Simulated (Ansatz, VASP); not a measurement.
Two plane-wave programs on As4S

```
As S
1.0
     5.06567    0.00000    0.00000
     0.00000    5.06567    0.00000
     0.00000    0.00000    5.06567
As S
4 1
Direct
  0.25000 0.25000 0.25000
  0.75000 0.75000 0.25000
  0.25000 0.75000 0.75000
  0.75000 0.25000 0.75000
  0.00000 0.00000 0.00000
```

Change from the starting cell: species swapped into the SnI4 type (P-43m, No. 215).

Alike in both runs: task single point; functional PBE; k mesh 4 × 4 × 4; occupations gaussian, width 0.1 eV; no spin polarisation.

|  | VASP | Ansatz |
| --- | --- | --- |
| version | VASP 6.6.1 | Ansatz 0.2.0 |
| potentials or method | VASP PAW PBE potentials, release 64 (As, S), cutoff 520 eV | scalar-relativistic, plane waves, PAW |
| valence electrons in the cell | 26 | 66 |

|  | VASP | Ansatz | Ansatz less VASP |
| --- | --- | --- | --- |
| gap on the k mesh at the Fermi level (eV) | none | none | - |
| pressure (GPa) | -0.6 | -0.8 | -0.21 |

A gap of «none» marks a metal or a gap that the smearing closes. With one functional, cell and mesh, what is left measures potentials, basis and numerics. VASP's potentials hold 26 valence electrons a cell and Ansatz's 66, so a difference there can come from the potentials and not from the codes.
